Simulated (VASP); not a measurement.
LiH:

```
CELL_PARAMETERS angstrom
2.78155 0.00000 0.00000
-1.39077 2.40889 0.00000
0.00000 0.00000 4.87296
ATOMIC_POSITIONS crystal
Li 0.00000 0.00000 0.00000
Li 0.00000 0.00000 0.50000
H 0.33333 0.66667 0.25000
H 0.66667 0.33333 0.75000
```

Base run:

- Program: VASP 6.6.1
- Functional: PBE
- Potentials or basis: VASP PAW PBE potentials, release 64 (Li_sv, H)
- Cutoff: 520 eV
- k mesh: 9 × 9 × 4
- Occupations: gaussian, width 0.01 eV
- Spin: no spin polarisation

Its results: band gap on the k mesh 4.49 eV, indirect (least direct gap 4.99 eV).

**Question.** The run is repeated on the same cell with these changes: k mesh from 9 × 9 × 4 to 6 × 6 × 4. What comes out?

**Answer.** Band gap on the k mesh 4.36 eV, indirect (least direct gap 4.95 eV).

Caveats: some runs use coarse meshes.

A k mesh can miss the band edges.
